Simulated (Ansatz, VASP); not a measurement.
HfC in VASP and in Ansatz

```xyz
2
Lattice="0.0000 2.3250 2.3250 2.3250 0.0000 2.3250 2.3250 2.3250 0.0000" Properties=species:S:1:pos:R:3 pbc="T T T"
Hf    2.3250    2.3250    2.3250
C     0.0000    0.0000    0.0000
```

Alike in both runs: task electric field gradients; functional LDA; k mesh 12 × 12 × 12; occupations fermi-dirac, width 0.05 eV; no spin polarisation.

|  | VASP | Ansatz |
| --- | --- | --- |
| version | VASP 6.6.1 | Ansatz 0.2.0 |
| potentials or method | VASP PAW LDA potentials, release 64 (Hf_pv, C) | PAW with Ansatz's default frozen-core files, scalar-relativistic |
| plane-wave cutoff (eV) | 520 | 420 |
| valence electrons in the cell | 14 | 30 |

```tsv
	VASP	Ansatz	Ansatz less VASP
pressure (GPa)	-11.5	-11.9	-0.31
```

LDA's correlation is that of Perdew and Zunger in VASP and of Perdew and Wang (1992) in Ansatz. VASP's potentials hold 14 valence electrons a cell and Ansatz's 30, so a difference there can come from the potentials and not from the codes.

Spin-orbit coupling is off throughout.
